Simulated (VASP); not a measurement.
# FeO (R-3m) in VASP: settings compared

The runs below take FeO through single point, with PBE, r2SCAN.

Everything below comes from runs of VASP 6.6.1. Logs are shortened: lines on timing, memory, paths and dates and some standing lists are left out, and cuts for length are marked.

**1. The cell of the first run**

Symmetry: R-3m, No. 166, trigonal system. The conventional cell has a = 3.038 Å, b = 3.038 Å, c = 7.559 Å, α = 90.00°, β = 90.00°, γ = 120.00°. Fe (site symmetry -3m) has 6 O at 2.16 Å within 2.9 Å. Within 2.9 Å of O (site symmetry -3m) lie 6 Fe at 2.16 Å.

**2. Single point, PBE**

INCAR

```
  ALGO = Normal
  EDIFF = 1E-6
  ENCUT = 520
  GGA = PE
  ISIF = 2
  ISMEAR = -1
  LASPH = T
  LCHARG = T
  LELF = T
  LREAL = F
  LVHAR = T
  LWAVE = F
  NBANDS = 22
  NELM = 60
  PREC = Accurate
  SIGMA = 0.05
```

KPOINTS

```
k-points
0
Gamma
  9 9 5
```

POSCAR

```
FeO
1.0
    1.5188209000      0.8768916600      2.5195772800
   -1.5188209000      0.8768916600      2.5195772800
    0.0000000000     -3.5075666300      5.0391545700
Fe O
2 2
Direct
    0.0000000000      0.0000000000      0.0000000000
    0.0000000000      0.0000000000      0.5000000000
    0.5000000000      0.5000000000      0.2500000000
    0.5000000000      0.5000000000      0.7500000000
```

Potentials or basis: VASP PAW PBE potentials, release 64 (Fe, O).

Command:

```bash
> cat potpaw_PBE.64/Fe/POTCAR potpaw_PBE.64/O/POTCAR > POTCAR
> mpirun -np 1 vasp_std > vasp.out
```

OUTCAR:

```text
EDIFF = 1E-6
   ENCUT = 520
   GGA = PE
   ISIF = 2
   ISMEAR = -1
   LASPH = T
   LREAL = F
   NELM = 60
   PREC = Accurate

 ion  position               nearest neighbor table
   1  0.000  0.000  0.000-   3 2.16   4 2.16   3 2.16   4 2.16   4 2.16   3 2.16   2 3.04   2 3.04
                             2 3.04   2 3.04   2 3.07   2 3.07
   2  0.000  0.000  0.500-   3 2.16   4 2.16   3 2.16   4 2.16   3 2.16   4 2.16   1 3.04   1 3.04
                             1 3.04   1 3.04   1 3.07   1 3.07
   3  0.500  0.500  0.250-   1 2.16   2 2.16   1 2.16   2 2.16   1 2.16   2 2.16
   4  0.500  0.500  0.750-   1 2.16   2 2.16   1 2.16   2 2.16   2 2.16   1 2.16

  LATTYP: Found a base centered monoclinic cell.
 ALAT       =     5.3356194217
 B/A-ratio  =     0.5693138059
 C/A-ratio  =     0.9860804406
 COS(beta)  =    -0.3286934790

  Lattice vectors:

 A1 = (   1.5188209000,   0.8768916600,   2.5195772800)
 A2 = (  -1.5188209000,   0.8768916600,   2.5195772800)
 A3 = (   0.0000000000,  -5.2613499500,   0.0000000100)

Analysis of symmetry for initial positions (statically):
=====================================================================
 Subroutine PRICEL returns following result:

  LATTYP: Found a trigonal (rhomboedric) cell.
 ALAT       =     3.0698575829
 COS(alpha) =     0.5104391612

  Lattice vectors:

 A1 = (   1.5188209000,   0.8768916600,   2.5195772800)
 A2 = (  -1.5188209000,   0.8768916600,   2.5195772800)
 A3 = (   0.0000000000,  -1.7537833150,   2.5195772850)

   2 primitive cells build up your supercell.

 Routine SETGRP: Setting up the symmetry group for a
 base centered monoclinic supercell.

 Subroutine GETGRP returns: Found  4 space group operations
 (whereof  4 operations were pure point group operations)
 out of a pool of  4 trial point group operations.

The static configuration has the point symmetry C_2h.

Analysis of symmetry for dynamics (positions and initial velocities):
=====================================================================
 Subroutine PRICEL returns following result:

  LATTYP: Found a trigonal (rhomboedric) cell.
 ALAT       =     3.0698575829
 COS(alpha) =     0.5104391612

  Lattice vectors:

 A1 = (   1.5188209000,   0.8768916600,   2.5195772800)
 A2 = (  -1.5188209000,   0.8768916600,   2.5195772800)
 A3 = (   0.0000000000,  -1.7537833150,   2.5195772850)

   2 primitive cells build up your supercell.

 Routine SETGRP: Setting up the symmetry group for a
 base centered monoclinic supercell.

 Subroutine GETGRP returns: Found  4 space group operations
 (whereof  4 operations were pure point group operations)
 out of a pool of  4 trial point group operations.

The dynamic configuration has the point symmetry C_2h.

 Subroutine INISYM returns: Found  4 space group operations
 (whereof  4 operations are pure point group operations),
 and found     2 'primitive' translations

----------------------------------------------------------------------------------------

                                     Primitive cell

  volume of cell :      20.1341

  direct lattice vectors                    reciprocal lattice vectors
     1.518820900  0.876891660  2.519577280     0.329202739  0.190065289  0.132297324
    -1.518820900  0.876891660  2.519577280    -0.329202739  0.190065289  0.132297324
     0.000000000 -1.753783315  2.519577285     0.000000000 -0.380130578  0.132297325

  length of vectors
     3.069857583  3.069857583  3.069857588     0.402494521  0.402494521  0.402494520

  position of ions in fractional coordinates (direct lattice)
     0.000000000  0.000000000  0.000000000
     0.500000000  0.500000000  0.500000000

  ion indices of the primitive-cell ions
   primitive index   ion index
                 1           1
                 2           3

----------------------------------------------------------------------------------------

 KPOINTS: k-points

Automatic generation of k-mesh.
 Grid dimensions read from file:
 generate k-points for:    9    9    5

 Generating k-lattice:

  Cartesian coordinates                     Fractional coordinates (reciprocal lattice)
     0.036578082  0.021118365  0.014699703     0.111111111 -0.000000000  0.000000000
    -0.036578082  0.021118365  0.014699703    -0.000000000  0.111111111  0.000000000
     0.000000000 -0.038013058  0.013229732     0.000000000  0.000000000  0.200000000

  Length of vectors
     0.044721613  0.044721613  0.040249452

  Shift w.r.t. Gamma in fractional coordinates (k-lattice)
     0.000000000  0.000000000  0.000000000

 Subroutine IBZKPT returns following result:
 ===========================================

 Found    115 irreducible k-points:

 Following reciprocal coordinates:
            Coordinates               Weight
  0.000000  0.000000  0.000000      1.000000
  0.111111  0.000000  0.000000      4.000000
  0.222222  0.000000  0.000000      4.000000
  0.333333 -0.000000  0.000000      4.000000
  0.444444  0.000000  0.000000      4.000000
  0.111111  0.111111  0.000000      2.000000
[... 16 lines left out ...]
 -0.333333  0.333333  0.000000      2.000000
  0.444444  0.444444  0.000000      2.000000
 [... further k-points ...]
   k-points           NKPTS =    115   k-points in BZ     NKDIM =    115   number of bands    NBANDS=     22
   number of dos      NEDOS =    301   number of ions     NIONS =      4
   total plane-waves  NPLWV =  27648
   dimension x,y,z NGX =    24 NGY =   24 NGZ =   48
   dimension x,y,z NGXF=    48 NGYF=   48 NGZF=   96
   ions per type =               2   2
   NGX,Y,Z   is equivalent  to a cutoff of  13.00, 13.00, 13.00 a.u.
   NGXF,Y,Z  is equivalent  to a cutoff of  25.99, 25.99, 25.99 a.u.
 SYSTEM =  unknown system
   PREC   = accura    normal or accurate (medium, high low for compatibility)
   ISTART =      0    job   : 0-new  1-cont  2-samecut
   ICHARG =      2    charge: 1-file 2-atom 10-const
   ISPIN  =      1    spin polarized calculation?
   LNONCOLLINEAR =      F non collinear calculations
   LSORBIT =      F    spin-orbit coupling
   LASPH  =      T    aspherical Exc in radial PAW
   ENCUT  =  520.0 eV  38.22 Ry    6.18 a.u.   5.71  5.71 11.42*2*pi/ulx,y,z
   NELM   =     60;   NELMIN=  2; NELMDL= -5     # of ELM steps
   EDIFF  = 0.1E-05   stopping-criterion for ELM
   LREAL  =      F    real-space projection
   EDIFFG = 0.1E-04   stopping-criterion for IOM
   NSW    =      0    number of steps for IOM
   IBRION =     -1    ionic relax: 0-MD 1-quasi-New 2-CG
   NFREE  =      0    steps in history (QN), initial steepest desc. (CG)
   ISIF   =      2    stress and relaxation
   ISYM   =      2    0-nonsym 1-usesym 2-fastsym
   POTIM  = 0.5000    time-step for ionic-motion
   TEBEG  =    0.0;   TEEND  =   0.0 temperature during run
   PSTRESS=    0.0 pullay stress
   NELECT =      28.0000    total number of electrons
   NUPDOWN=      -1.0000    fix difference up-down
   EMIN   =  10.00;   EMAX   =-10.00  energy-range for DOS
   EFERMI =   0.00;   METHOD = LEGACY
   ISMEAR =    -1;   SIGMA  =   0.05  broadening in eV -4-tet -1-fermi 0-gaus
   EFERMI_NEDOS =   21; number of points for ismear=-14 and -15
   IALGO  =     38    algorithm
   IMIX   =      4    mixing-type and parameters
     AMIX     =   0.40;   BMIX     =  1.00
     AMIX_MAG =   1.60;   BMIX_MAG =  1.00
  volume/ion in A,a.u.               =      10.07        67.94
  Fermi-wavevector in a.u.,A,eV,Ry     =   1.450353  2.740770 28.620176  2.103524
  Thomas-Fermi vector in A             =   2.567975
   LORBIT       =      0    0 simple, 1 ext, 2 COOP (PROOUT), +10 PAW based schemes
   GGA     = PE    functional components
   LHFCALC =     F    Hartree Fock is set to
   AEXX    =    0.0000 exact exchange contribution
   IVDW    =     0    specifies the selected vdW correction
   LEPSILON=     F    determine dielectric tensor
   LRPA    =     F    only Hartree local field effects (RPA)
 non-spin polarized calculation
  energy-cutoff  :      520.00
  volume of cell :       40.27
 maximum number of plane-waves:      1096
   NGX = 11   NGY = 11   NGZ = 23

 number of electron      27.9999999 magnetization

 Free energy of the ion-electron system (eV)
  ---------------------------------------------------
  ext. energy  EPLUGINS =         0.00000000
  ---------------------------------------------------
  free energy    TOTEN  =       -27.06931268 eV

  energy without entropy =      -26.94741072  energy(sigma->0) =      -27.00836170

 E-fermi :   5.4369     XC(G=0): -12.1901

 val. band max:        5.4366733535   @ k =  -0.4444   0.0000   0.4000
 cond. band min:       5.4383599783   @ k =  -0.3333  -0.3333   0.4000
 fundamental gap:      0.0016866248
 Fermi energy:         5.4369282967

 k-point     1 :       0.0000    0.0000    0.0000
  band No.  band energies     occupation
      1     -14.9553      2.00000
      2     -13.8705      2.00000
      3      -2.4992      2.00000
      4      -0.1188      2.00000
      5      -0.0277      2.00000
      6       1.7924      2.00000
[... 14 lines left out ...]
     21      14.7983      0.00000
     22      18.9194      0.00000

 k-point     2 :       0.1111    0.0000    0.0000
  band No.  band energies     occupation
      1     -14.8423      2.00000
      2     -13.8741      2.00000
      3      -2.2720      2.00000
      4      -0.1595      2.00000
      5      -0.0092      2.00000
      6       1.0739      2.00000
[... 14 lines left out ...]
     21      14.7525      0.00000
     22      18.1627      0.00000

 k-point     3 :       0.2222    0.0000    0.0000
  band No.  band energies     occupation
      1     -14.5422      2.00000
      2     -13.8811      2.00000
      3      -1.7225      2.00000
      4      -0.3712      2.00000
      5      -0.2990      2.00000
      6       0.2001      2.00000
[... 14 lines left out ...]
     21      14.8455      0.00000
     22      16.7497      0.00000
[... 476 lines left out ...]
 k-point    23 :      -0.3333    0.3333    0.0000
  band No.  band energies     occupation
      1     -13.8279      2.00000
      2     -13.8064      2.00000
      3      -1.4345      2.00000
      4      -1.2747      2.00000
      5      -0.8035      2.00000
      6      -0.5245      2.00000
[... 14 lines left out ...]
     21      14.0941      0.00000
     22      14.3052      0.00000

 k-point    24 :       0.4444    0.4444    0.0000
  band No.  band energies     occupation
      1     -13.9237      2.00000
      2     -13.9107      2.00000
      3      -2.4532      2.00000
      4      -1.4324      2.00000
      5       0.0129      2.00000
      6       0.0247      2.00000
[... 14 lines left out ...]
     21      14.5784      0.00000
     22      14.8993      0.00000

 [... further k-points ...]

------------------------ aborting loop because EDIFF is reached ----------------------------------------

  FORCE on cell =-STRESS in cart. coord.  units (eV):
  Direction    XX          YY          ZZ          XY          YZ          ZX
  --------------------------------------------------------------------------------------
  -------------------------------------------------------------------------------------
  Total       -6.5395870     -6.5429922     -6.5084519      0.0000000      0.0034697      0.0000000
  in kB     -260.1953135   -260.3308003   -258.9565202      0.0000000      0.1380526      0.0000000
  external PRESSURE =    -259.8275447 kB  Pullay stress =       0.0000000 kB

 VOLUME and BASIS-vectors are now :
 -----------------------------------------------------------------------------
  energy-cutoff  :      520.00
  volume of cell :       40.27
      direct lattice vectors                 reciprocal lattice vectors
     1.518820900  0.876891660  2.519577280     0.329202739  0.190065289  0.132297324
    -1.518820900  0.876891660  2.519577280    -0.329202739  0.190065289  0.132297324
     0.000000000 -3.507566630  5.039154570     0.000000000 -0.190065289  0.066148662

 POSITION                                       TOTAL-FORCE (eV/Angst)
 -----------------------------------------------------------------------------------
      0.00000      0.00000      0.00000         0.000000      0.000000      0.000000
      0.00000     -1.75378      2.51958         0.000000      0.000000      0.000000
      0.00000      0.00000      3.77937         0.000000     -0.000000      0.000000
      0.00000     -1.75378      6.29894        -0.000000     -0.000000     -0.000000
 -----------------------------------------------------------------------------------
    total drift:                               -0.000000     -0.000000     -0.000000

  FREE ENERGIE OF THE ION-ELECTRON SYSTEM (eV)
  ---------------------------------------------------
  free  energy   TOTEN  =       -27.0693126840 eV

  energy  without entropy=      -26.9474107154  energy(sigma->0) =      -27.00836170
```

It took 60 s on 1 thread of Intel Xeon Platinum 8488C (Sapphire Rapids), shared host; peak memory 0.23 GiB.

What came out:

| Property | Result |
| --- | --- |
| Free energy | -27.0693 eV |
| Pressure | -26.0 GPa |
| Band gap on the k mesh | zero (band 14 reaches 5.46 eV, above the bottom of band 15 at 5.08 eV) |

Caveat: the run has no spin polarisation, though such a crystal can be magnetic; semilocal functionals often make such compounds metallic where correlation or magnetic order opens a gap, which also shifts bond lengths.

(Part 1 of 2 ends here.)
